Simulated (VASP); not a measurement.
Here is a VASP 6.6.1 calculation.

File INCAR:

```
SYSTEM = Sb
ALGO = Normal
EDIFF = 1E-7
ENCUT = 520
GGA = PS
ISIF = 2
ISMEAR = 0
LASPH = .True.
LCHARG = .False.
LREAL = .False.
LWAVE = .False.
NBANDS = 8
NELM = 60
PREC = Accurate
SIGMA = 0.15
```

Contents of KPOINTS:

```
k-points
0
Gamma
  16 16 16
  0 0 0
```

The input POSCAR:

```
Sb
1.0
    3.1600000000      0.0000000000      0.0000000000
    0.0000000000      3.1600000000      0.0592500000
    0.0000000000      0.0592500000      3.1600000000
Sb
1
Direct
    0.0000000000      0.0000000000      0.0000000000
```

Potentials or basis: VASP PAW PBE potentials, release 64 (Sb).

Run with:

```console
$ cat potpaw_PBE.64/Sb/POTCAR > POTCAR
$ mpirun -np 1 vasp_std > vasp.out
```

**Question.** What does it give for the band gap on the k mesh?

**Answer.** Zero (an odd number of electrons rules out a gap without spin polarisation).

**Question.** Estimate the pressure.

**Answer.** -4.9 GPa.

Stress tensor (GPa, compression positive):
```
-4.85  0.00  0.00
 0.00 -4.85 -0.57
 0.00 -0.57 -4.85
```

Caveat: the cell differs from its parent crystal (strain +0.0375 x Voigt [0, 0, 0, 1, 0, 0]); the cell stands under tension; the PAW data sets were made with another functional, which shifts forces and pressure a little; spin-orbit coupling is left out, which moves the levels of the heavy elements.
